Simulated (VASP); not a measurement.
# Se: single point with PBE

The system is Se.

```xyz
3
Lattice="4.5228 0.0000 0.0000 -2.2614 3.9169 0.0000 0.0000 0.0000 5.1400" Properties=species:S:1:pos:R:3 pbc="T T T"
Se    0.9815    0.0000    0.8567
Se   -0.4907    0.8500    4.2833
Se    1.7707    3.0669    2.5700
```

```json
{"Program": "VASP 6.6.1", "Task": "single point", "Functional": "PBE", "Potentials or basis": "VASP PAW PBE potentials, release 64 (Se)", "Cutoff": "500 eV", "k mesh": "5 × 5 × 4", "Occupations": "gaussian, width 0.01 eV", "Spin": "no spin polarisation", "Dipole correction": "no", "Further INCAR settings": "ALGO = Normal; EDIFF = 1e-06; NBANDS = 16"}
```

```yaml
Pressure: -0.7 GPa
Largest_force: 0.049 eV/Å
Band_gap_on_the_k_mesh: 1.14 eV
```

Forces on the atoms (eV/Å):
```
Se  -0.049  0.000  0.000
Se   0.025 -0.043  0.000
Se   0.025  0.043  0.000
```

Stress tensor (GPa, compression positive):
```
-0.33  0.00  0.00
 0.00 -0.33  0.00
 0.00  0.00 -1.45
```

Levels at points of the mesh, in eV from the valence-band top:
```
           k point  band 5  band 6  band 7  band 8  band 9  band 10  band 11  band 12  band 13  band 14
(0.00, 0.00, 0.00)   -3.62   -3.23   -1.72   -1.72   -0.24     1.92     1.92     2.43     5.86     6.70
(0.00, 0.00, 0.50)   -3.07   -3.07   -1.18   -1.18   -0.93     1.31     1.50     1.50     6.52     7.66
```

It took 41 s on 1 thread of AMD EPYC 7R13 (shared host), peak memory 0.21 GiB.

A k mesh can miss the band edges. As with any semilocal functional, this PBE gap is likely too small.
